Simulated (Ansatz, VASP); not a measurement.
Pt3Pb in VASP and in Ansatz

```xyz
4
Lattice="3.9768 0.0000 0.0000 0.0000 3.9768 0.0000 0.0000 0.0000 4.0580" Properties=species:S:1:pos:R:3 pbc="T T T"
Pt    0.0000    1.9884    2.0290
Pt    1.9884    0.0000    2.0290
Pt    1.9884    1.9884    0.0000
Pb    0.0000    0.0000    0.0000
```

Change from the starting cell: equal xx and yy strain of -2 %, crystal datasets.

Alike in both runs: task electric field gradients; functional LDA; k mesh 9 × 9 × 9; occupations fermi-dirac, width 0.03 eV; no spin polarisation.

```csv
,VASP,Ansatz
version,VASP 6.6.1,Ansatz 0.2.0
potentials or method,"VASP PAW LDA potentials, release 64 (Pt, Pb_d), cutoff 520 eV","all-electron PAW with datasets made for the crystal, scalar-relativistic"
```

```tsv
	VASP	Ansatz	Ansatz less VASP
pressure (GPa)	7.2	6.4	-0.79
traceless stress, the component that is largest in VASP (GPa)	-1.52	-1.49	+0.030
size of Vzz on the site where it differs most (V/Å²)	148.4	167.2	+18.87
```

LDA's correlation is that of Perdew and Zunger in VASP and of Perdew and Wang (1992) in Ansatz. Ansatz ran all-electron here, and VASP with PAW potentials.

Neither program's run includes spin-orbit coupling.
